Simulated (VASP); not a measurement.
Sn4As:

```
CELL_PARAMETERS angstrom
5.36347 0.00000 0.00000
0.00000 5.36347 0.00000
0.00000 0.00000 5.36347
ATOMIC_POSITIONS crystal
Sn 0.50000 0.00000 0.00000
Sn 0.00000 0.50000 0.00000
Sn 0.00000 0.00000 0.50000
Sn 0.50000 0.50000 0.50000
As 0.00000 0.00000 0.00000
```

The cell was generated, and may not be a known phase.

```yaml
Program: VASP 6.6.1
Task: relaxation of cell and atoms
Functional: PBE
Potentials_or_basis: VASP PAW PBE potentials, release 64 (Sn_d, As)
Cutoff: 600 eV
k_mesh: 8 × 8 × 8
Occupations: gaussian, width 0.1 eV
Spin: no spin polarisation
```

At the start: pressure 1.8 GPa; volume 30.86 Å³/atom.

Task: Where does the relaxation end?

Result: Over 3 steps the energy falls by 7.5 meV/atom and the volume is 32.23 Å³/atom (+4.4 %); space group Pm-3m (No. 221, to 0.1 Å) before and after.

Step by step:
```
step  energy change (eV)  largest force (eV/Å)  pressure (GPa)  volume (Å³)
   1              0.0000                0.0000            1.81       154.29
   2             -0.0365                0.0000           -0.25       162.21
   3             -0.0373                0.0000           -0.01       161.13
```

Final structure:
```yaml
crystal:
  lattice:
    - [5.44158, 0.00000, 0.00000]
    - [0.00000, 5.44158, 0.00000]
    - [0.00000, 0.00000, 5.44158]
  atoms:
    - { symbol: Sn, position: [0.50000, 0.00000, 0.00000] }
    - { symbol: Sn, position: [0.00000, 0.50000, 0.00000] }
    - { symbol: Sn, position: [0.00000, 0.00000, 0.50000] }
    - { symbol: Sn, position: [0.50000, 0.50000, 0.50000] }
    - { symbol: As, position: [0.00000, 0.00000, 0.00000] }
```
